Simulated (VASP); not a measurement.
**CuI: single point with PBEsol**

The system is CuI.

```
CELL_PARAMETERS angstrom
0.00000 2.83423 2.83423
2.83423 0.00000 2.83423
2.83423 2.83423 0.00000
ATOMIC_POSITIONS crystal
Cu 0.75000 0.75000 0.75000
I 0.00000 0.00000 0.00000
```

```
Program                : VASP 6.6.1
Task                   : single point
Functional             : PBEsol
Potentials or basis    : VASP PAW PBE potentials, release 64 (Cu, I)
Cutoff                 : 520 eV
k mesh                 : 6 × 6 × 6
Occupations            : gaussian, width 0.01 eV
Spin                   : no spin polarisation
Dipole correction      : no
Further INCAR settings : ALGO = Normal; EDIFF = 1e-06; NBANDS = 16
```

```yaml
Pressure: 10.4 GPa
Band_gap_on_the_k_mesh: 1.64 eV
```

Levels at points of the mesh, in eV from the valence-band top:
```tsv
k point	band 6	band 7	band 8	band 9	band 10	band 11	band 12	band 13
(0.00, 0.00, 0.00)	-2.89	0.00	0.00	0.00	1.64	4.56	4.56	4.56
(0.50, 0.00, 0.00)	-2.85	-2.79	-1.10	-1.10	2.23	5.17	5.17	7.35
(0.50, 0.50, 0.00)	-2.78	-2.77	-2.37	-2.37	2.15	2.62	10.66	10.80
```

It took 29 s on 1 thread of Intel Xeon 8259CL (shared host), peak memory 0.17 GiB.

Caveat: the cell stands under pressure; the PAW data sets were made with another functional, which shifts forces and pressure a little; spin-orbit coupling is left out, which moves the levels of the heavy elements.
